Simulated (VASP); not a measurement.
# CdIn2O4 (Fd-3m) in VASP: single point with PBE

Aim: the single point of CdIn2O4 with PBE.

Program: VASP 6.6.1. These are calculated values, not measurements. Logs are shortened: lines on timing, memory, paths and dates and some standing lists are left out, and cuts for length are marked.

**1. The cell of the first run**

The structure is cubic, space group Fd-3m (No. 227). Conventional cell: a = 9.201 Å, b = 9.201 Å, c = 9.201 Å, α = 90.00°, β = 90.00°, γ = 90.00°. Cd (site symmetry -43m) has 4 O at 2.20 Å within 2.9 Å. Within 2.9 Å of In (site symmetry -3m) lie 6 O at 2.19 Å. O (site symmetry 3m) has 3 In at 2.19 Å and 1 Cd at 2.20 Å and 3 O at 2.91 Å within 3.0 Å.

**2. Single point, PBE, non-collinear spin, zero start, spin-orbit coupling**

The input, INCAR:

```
  PREC = Accurate
  ENCUT = 600
  EDIFF = 1E-6
  ISMEAR = -1
  SIGMA = 0.02
  LREAL = False
  LASPH = True
  NELM = 200
  ALGO = Normal
  ISIF = 2
  LWAVE = False
  LCHARG = False
  MAGMOM = 0 0 0 0 0 0 0 0 0 0 0 0 0 0 0 0 0 0 0 0 0 0 0 0 0 0 0 0 0 0 0 0 0 0 0 0 0 0 0 0 0 0
  LORBIT = 11
  LSORBIT = True
  GGA_COMPAT = False
  LORBMOM = True
  GGA = PE
  NBANDS = 148
  KPAR = 4
```

The input, KPOINTS:

```
Automatic mesh
0
Gamma
  6 6 6
```

The input, POSCAR:

```
CdIn2O4
1.0
    0.0000000000      4.6003644950      4.6003644950
    4.6003644950      0.0000000000      4.6003644950
    4.6003644950      4.6003644950      0.0000000000
Cd In O
2 4 8
Direct
    0.2500000000      0.2500000000      0.2500000000
    0.0000000000      0.0000000000      0.0000000000
    0.1250000000      0.6250000000      0.6250000000
    0.6250000000      0.6250000000      0.6250000000
    0.6250000000      0.1250000000      0.6250000000
    0.6250000000      0.6250000000      0.1250000000
    0.8618762728      0.8618762728      0.8618762728
    0.8356288185      0.3881237272      0.3881237272
    0.3881237272      0.3881237272      0.8356288185
    0.3881237272      0.8356288185      0.3881237272
    0.8618762728      0.8618762728      0.4143711815
    0.8618762728      0.4143711815      0.8618762728
    0.3881237272      0.3881237272      0.3881237272
    0.4143711815      0.8618762728      0.8618762728
```

Potentials or basis: VASP PAW PBE potentials, release 64 (Cd, In_d, O).

Launch:

```
cat potpaw_PBE.64/Cd/POTCAR potpaw_PBE.64/In_d/POTCAR potpaw_PBE.64/O/POTCAR > POTCAR
mpirun -np 4 vasp_ncl > vasp.out
```

OUTCAR:

```text
PREC = Accurate
   ENCUT = 600
   EDIFF = 1E-6
   ISMEAR = -1
   LREAL = False
   LASPH = True
   NELM = 200
   ISIF = 2
   LORBIT = 11
   LSORBIT = True
   GGA = PE

 ion  position               nearest neighbor table
   1  0.250  0.250  0.250-   8 2.20   9 2.20  10 2.20  13 2.20   6 3.81   5 3.81   3 3.81   4 3.81
                             4 3.81   4 3.81   3 3.81   3 3.81   6 3.81   5 3.81   5 3.81   6 3.81
   2  0.000  0.000  0.000-  11 2.20  12 2.20  14 2.20   7 2.20   6 3.81   4 3.81   4 3.81   4 3.81
                             3 3.81   5 3.81   5 3.81   6 3.81   3 3.81   6 3.81   5 3.81   3 3.81
   3  0.125  0.625  0.625-   7 2.19  13 2.19  10 2.19  11 2.19  12 2.19   9 2.19   4 3.25   6 3.25
                             5 3.25   4 3.25   5 3.25   6 3.25   1 3.81   2 3.81   1 3.81   2 3.81
   4  0.625  0.625  0.625-   8 2.19   9 2.19  10 2.19  11 2.19  12 2.19  14 2.19   3 3.25   5 3.25
                             6 3.25   6 3.25   5 3.25   3 3.25   2 3.81   1 3.81   2 3.81   1 3.81
   5  0.625  0.125  0.625-   7 2.19  13 2.19   9 2.19  11 2.19   8 2.19  14 2.19   4 3.25   6 3.25
                             3 3.25   4 3.25   6 3.25   3 3.25   1 3.81   2 3.81   2 3.81   1 3.81
   6  0.625  0.625  0.125-   7 2.19  13 2.19  10 2.19  12 2.19   8 2.19  14 2.19   4 3.25   3 3.25
                             4 3.25   5 3.25   5 3.25   3 3.25   1 3.81   2 3.81   2 3.81   1 3.81
   7  0.862  0.862  0.862-   3 2.19   5 2.19   6 2.19   2 2.20
   8  0.836  0.388  0.388-   4 2.19   5 2.19   6 2.19   1 2.20
   9  0.388  0.388  0.836-   4 2.19   3 2.19   5 2.19   1 2.20
  10  0.388  0.836  0.388-   4 2.19   3 2.19   6 2.19   1 2.20
  11  0.862  0.862  0.414-   4 2.19   3 2.19   5 2.19   2 2.20
  12  0.862  0.414  0.862-   4 2.19   3 2.19   6 2.19   2 2.20
  13  0.388  0.388  0.388-   3 2.19   5 2.19   6 2.19   1 2.20
  14  0.414  0.862  0.862-   4 2.19   5 2.19   6 2.19   2 2.20

  LATTYP: Found a face centered cubic cell.
 ALAT       =     9.2007289900

  Lattice vectors:

 A1 = (   0.0000000000,   4.6003644950,   4.6003644950)
 A2 = (   4.6003644950,   0.0000000000,   4.6003644950)
 A3 = (   4.6003644950,   4.6003644950,   0.0000000000)

Analysis of symmetry for initial positions (statically):
=====================================================================
 Subroutine PRICEL returns:
 Original cell was already a primitive cell.

 Routine SETGRP: Setting up the symmetry group for a
 face centered cubic supercell.

 Subroutine GETGRP returns: Found 48 space group operations
 (whereof 24 operations were pure point group operations)
 out of a pool of 48 trial point group operations.

The static configuration has the point symmetry T_d .
 The point group associated with its full space group is O_h .

Analysis of symmetry for dynamics (positions and initial velocities):
=====================================================================
 Subroutine PRICEL returns:
 Original cell was already a primitive cell.

 Routine SETGRP: Setting up the symmetry group for a
 face centered cubic supercell.

 Subroutine GETGRP returns: Found 48 space group operations
 (whereof 24 operations were pure point group operations)
 out of a pool of 48 trial point group operations.

The dynamic configuration has the point symmetry T_d .
 The point group associated with its full space group is O_h .

Analysis of structural, dynamic, and magnetic symmetry:
=====================================================================
 Subroutine PRICEL returns:
 Original cell was already a primitive cell.

 Routine SETGRP: Setting up the symmetry group for a
 face centered cubic supercell.

 Subroutine GETGRP returns: Found 48 space group operations
 (whereof 24 operations were pure point group operations)
 out of a pool of 48 trial point group operations.

The overall configuration has the point symmetry T_d .
 The point group associated with its full space group is O_h .

 Subroutine INISYM returns: Found 48 space group operations
 (whereof 24 operations are pure point group operations),
 and found     1 'primitive' translations

----------------------------------------------------------------------------------------

                                     Primitive cell

  volume of cell :     194.7183

  direct lattice vectors                    reciprocal lattice vectors
     0.000000000  4.600364495  4.600364495    -0.108687040  0.108687040  0.108687040
     4.600364495  0.000000000  4.600364495     0.108687040 -0.108687040  0.108687040
     4.600364495  4.600364495  0.000000000     0.108687040  0.108687040 -0.108687040

  length of vectors
     6.505897861  6.505897861  6.505897861     0.188251475  0.188251475  0.188251475

  position of ions in fractional coordinates (direct lattice)
     0.250000000  0.250000000  0.250000000
[... 2419 lines left out ...]

  energy  without entropy=      -71.7161907227  energy(sigma->0) =      -71.71619072

 orbital moment (x)

 # of ion     p       d       tot
 ----------------------------------------
  1        -0.000  -0.000  -0.000
  2        -0.000  -0.000  -0.000
  3        -0.000  -0.000  -0.000
  4        -0.000  -0.000  -0.000
  5         0.000  -0.000   0.000
  6         0.000  -0.000   0.000
  7         0.000   0.000   0.000
  8        -0.000   0.000  -0.000
  9        -0.000   0.000  -0.000
 10        -0.000   0.000  -0.000
 11        -0.000   0.000  -0.000
 12        -0.000   0.000  -0.000
 13         0.000   0.000   0.000
 14         0.000   0.000   0.000
 ----------------------------------------
           -0.000  -0.000  -0.000

 orbital moment (y)

 # of ion     p       d       tot
 ----------------------------------------
  1         0.000   0.000   0.000
  2         0.000  -0.000  -0.000
  3        -0.000  -0.000  -0.000
  4         0.000  -0.000   0.000
  5         0.000  -0.000   0.000
  6        -0.000  -0.000  -0.000
  7         0.000   0.000   0.000
  8         0.000   0.000   0.000
  9        -0.000   0.000  -0.000
 10        -0.000   0.000  -0.000
 11         0.000   0.000   0.000
 12        -0.000   0.000  -0.000
 13        -0.000   0.000  -0.000
 14         0.000   0.000   0.000
 ----------------------------------------
           -0.000   0.000   0.000

 orbital moment (z)

 # of ion     p       d       tot
 ----------------------------------------
  1         0.000   0.000   0.000
  2         0.000   0.000   0.000
  3         0.000  -0.000  -0.000
  4         0.000   0.000   0.000
  5         0.000   0.000   0.000
  6         0.000   0.000   0.000
  7        -0.000   0.000  -0.000
  8         0.000   0.000   0.000
  9         0.000   0.000   0.000
 10         0.000   0.000   0.000
 11         0.000   0.000   0.000
 12         0.000   0.000   0.000
 13         0.000   0.000   0.000
 14         0.000   0.000   0.000
 ----------------------------------------
            0.000   0.000   0.000

 Spin-Orbit-Coupling matrix elements

 Ion:    1  E_soc:     -0.0521886
 l=   1
     0.0000000    -0.0019239    -0.0019239
    -0.0019239     0.0000000    -0.0019239
    -0.0019239    -0.0019239     0.0000000
 l=   2
     0.0000000    -0.0013986     0.0000000    -0.0013986    -0.0053756
    -0.0013986     0.0000000    -0.0040317    -0.0013986    -0.0013439
     0.0000000    -0.0040317     0.0000000    -0.0040317     0.0000000
    -0.0013986    -0.0013986    -0.0040317     0.0000000    -0.0013439
    -0.0053756    -0.0013439     0.0000000    -0.0013439     0.0000000
 l=   3
     0.0000000     0.0000000     0.0000000     0.0000000     0.0000000     0.0000000     0.0000000
     0.0000000     0.0000000     0.0000000     0.0000000     0.0000000     0.0000000     0.0000000
     0.0000000     0.0000000     0.0000000     0.0000000     0.0000000     0.0000000     0.0000000
     0.0000000     0.0000000     0.0000000     0.0000000     0.0000000     0.0000000     0.0000000
[... 249 lines left out ...]
 l=   2
     0.0000000     0.0000000     0.0000000     0.0000000     0.0000000
     0.0000000     0.0000000     0.0000000     0.0000000     0.0000000
     0.0000000     0.0000000     0.0000000     0.0000000     0.0000000
     0.0000000     0.0000000     0.0000000     0.0000000     0.0000000
     0.0000000     0.0000000     0.0000000     0.0000000     0.0000000
 l=   3
     0.0000000     0.0000000     0.0000000     0.0000000     0.0000000     0.0000000     0.0000000
     0.0000000     0.0000000     0.0000000     0.0000000     0.0000000     0.0000000     0.0000000
     0.0000000     0.0000000     0.0000000     0.0000000     0.0000000     0.0000000     0.0000000
     0.0000000     0.0000000     0.0000000     0.0000000     0.0000000     0.0000000     0.0000000
     0.0000000     0.0000000     0.0000000     0.0000000     0.0000000     0.0000000     0.0000000
     0.0000000     0.0000000     0.0000000     0.0000000     0.0000000     0.0000000     0.0000000
     0.0000000     0.0000000     0.0000000     0.0000000     0.0000000     0.0000000     0.0000000

 total charge

# of ion       s       p       d       tot
------------------------------------------
    1        0.340   0.282   9.635  10.257
    2        0.340   0.282   9.635  10.257
    3        0.653   0.658  10.072  11.383
    4        0.653   0.658  10.072  11.383
    5        0.653   0.658  10.072  11.383
    6        0.653   0.658  10.072  11.383
    7        1.560   3.431   0.000   4.991
    8        1.560   3.431   0.000   4.991
    9        1.560   3.431   0.000   4.991
   10        1.560   3.431   0.000   4.991
   11        1.560   3.431   0.000   4.991
   12        1.560   3.431   0.000   4.991
   13        1.560   3.431   0.000   4.991
   14        1.560   3.431   0.000   4.991
--------------------------------------------------
tot         15.771  30.646  59.558 105.974

 magnetization (x)

# of ion       s       p       d       tot
------------------------------------------
    1       -0.000  -0.000   0.000   0.000
    2       -0.000  -0.000   0.000  -0.000
    3        0.000  -0.000   0.000   0.000
    4       -0.000   0.000  -0.000  -0.000
    5        0.000  -0.000   0.000  -0.000
    6        0.000  -0.000  -0.000   0.000
    7       -0.000   0.000   0.000  -0.000
    8       -0.000  -0.000   0.000  -0.000
    9        0.000  -0.000   0.000  -0.000
   10        0.000   0.000   0.000   0.000
   11        0.000   0.000   0.000   0.000
   12        0.000   0.000   0.000   0.000
   13        0.000  -0.000   0.000  -0.000
   14       -0.000   0.000   0.000   0.000
--------------------------------------------------
tot          0.000  -0.000   0.000  -0.000

 magnetization (y)

# of ion       s       p       d       tot
------------------------------------------
    1        0.000   0.000   0.000   0.000
    2       -0.000  -0.000   0.000   0.000
    3        0.000  -0.000  -0.000   0.000
    4        0.000   0.000   0.000   0.000
    5        0.000   0.000   0.000   0.000
    6        0.000   0.000   0.000   0.000
    7       -0.000  -0.000   0.000  -0.000
    8        0.000  -0.000   0.000  -0.000
    9       -0.000   0.000   0.000   0.000
   10        0.000  -0.000   0.000  -0.000
   11       -0.000   0.000   0.000   0.000
   12        0.000  -0.000   0.000  -0.000
   13       -0.000  -0.000   0.000  -0.000
   14        0.000  -0.000   0.000  -0.000
--------------------------------------------------
tot         -0.000  -0.000   0.000  -0.000

 magnetization (z)

# of ion       s       p       d       tot
------------------------------------------
    1       -0.000   0.000   0.000   0.000
    2       -0.000   0.000   0.000   0.000
    3       -0.000   0.000   0.000   0.000
    4        0.000  -0.000  -0.000   0.000
    5        0.000  -0.000   0.000  -0.000
    6        0.000  -0.000   0.000   0.000
    7        0.000   0.000   0.000   0.000
    8       -0.000   0.000   0.000   0.000
    9       -0.000  -0.000   0.000  -0.000
   10       -0.000   0.000   0.000   0.000
   11       -0.000  -0.000   0.000  -0.000
   12        0.000   0.000   0.000   0.000
   13       -0.000  -0.000   0.000  -0.000
   14       -0.000   0.000   0.000   0.000
--------------------------------------------------
tot         -0.000  -0.000   0.000  -0.000
```

It took 7.2 min on 4 MPI ranks of Intel Xeon 6975P-C (Granite Rapids), shared host; peak memory 1.6 GiB.

Results:

| Item | Value |
| --- | --- |
| Free energy | -71.7162 eV |
| Pressure | 6.0 GPa |
| Largest force | 0.159 eV/Å |
| Net moment | 0.00 μB per cell |
| Valence electrons inside the program's atomic spheres | Cd 10.26; In 11.38; O 4.99 |

Forces on the atoms (eV/Å):
```
Cd   0.000  0.000  0.000
Cd   0.000  0.000  0.000
In   0.000  0.000  0.000
In   0.000  0.000  0.000
In   0.000  0.000  0.000
In   0.000  0.000  0.000
O    0.092  0.092  0.092
O   -0.092  0.092  0.092
O    0.092  0.092 -0.092
O    0.092 -0.092  0.092
O   -0.092 -0.092  0.092
O   -0.092  0.092 -0.092
O   -0.092 -0.092 -0.092
O    0.092 -0.092 -0.092
```

Moments on the atoms (μB; x, y, z):
```
Cd  0.00 0.00 0.00
Cd  0.00 0.00 0.00
In  0.00 0.00 0.00
In  0.00 0.00 0.00
In  0.00 0.00 0.00
In  0.00 0.00 0.00
O   0.00 0.00 0.00
O   0.00 0.00 0.00
O   0.00 0.00 0.00
O   0.00 0.00 0.00
O   0.00 0.00 0.00
O   0.00 0.00 0.00
O   0.00 0.00 0.00
O   0.00 0.00 0.00
```

Caveat: the cell stands under pressure.
